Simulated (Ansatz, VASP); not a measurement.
# SiF in VASP and in Ansatz

```
Si F
1.0
     1.33860    0.77284    4.05424
    -1.33860    0.77284    4.05424
     0.00000   -1.54568    4.05424
Si F
1 1
Cartesian
  0.0000 0.0000 6.0814
  0.0000 0.0000 0.0000
```

Alike in both runs: task single point; functional PBE; k mesh 10 × 10 × 10; occupations fermi-dirac, width 0.05 eV; no spin polarisation.

|  | VASP | Ansatz |
| --- | --- | --- |
| version | VASP 6.6.1 | Ansatz 0.2.0 |
| potentials or method | VASP PAW PBE potentials, release 64 (Si, F) | Ansatz PAW |
| plane-wave cutoff (eV) | 520 | 420 |
| valence electrons in the cell | 11 | 11 |

VASP gave:

| Item | Value |
| --- | --- |
| gap on the k mesh at the Fermi level (eV) | none |
| pressure (GPa) | -4.7 |
| traceless stress, the component that is largest in VASP (GPa) | -8.27 |

Problem. Estimate Ansatz's values.

Solution. gap on the k mesh at the Fermi level (eV): none; pressure (GPa): -4.5; traceless stress, the component that is largest in VASP (GPa): -8.31.

A gap of «none» marks a metal or a gap that the smearing closes. With one functional, cell and mesh, what is left measures potentials, basis and numerics.
